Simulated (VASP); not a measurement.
Here is a VASP 6.6.1 calculation.

Contents of INCAR:

```
ALGO = Normal ; EDIFF = 1E-6
ENCUT = 520 ; GGA = PE
ISIF = 2 ; ISMEAR = -1
LASPH = True ; LCHARG = True
LELF = True ; LREAL = False
LVHAR = True ; LWAVE = False
NBANDS = 10 ; NELM = 80
PREC = Accurate ; SIGMA = 0.08
```

File KPOINTS:

```
k-points
0
Gamma
  9 9 9
```

File POSCAR:

```
Rb
1.0
    4.2876127361      0.0000000000      0.0000000000
    0.0000000000      4.2876127361      0.0000000000
    0.0000000000      0.0000000000      4.2876127361
Rb
1
Direct
    0.0000000000      0.0000000000      0.0000000000
```

Potentials or basis: VASP PAW PBE potentials, release 64 (Rb_sv).

Command:

```bash
$ cat potpaw_PBE.64/Rb_sv/POTCAR > POTCAR
$ mpirun -np 1 vasp_std > vasp.out
```

(1) What does it give for the pressure?

## Answers

(1) 0.8 GPa.
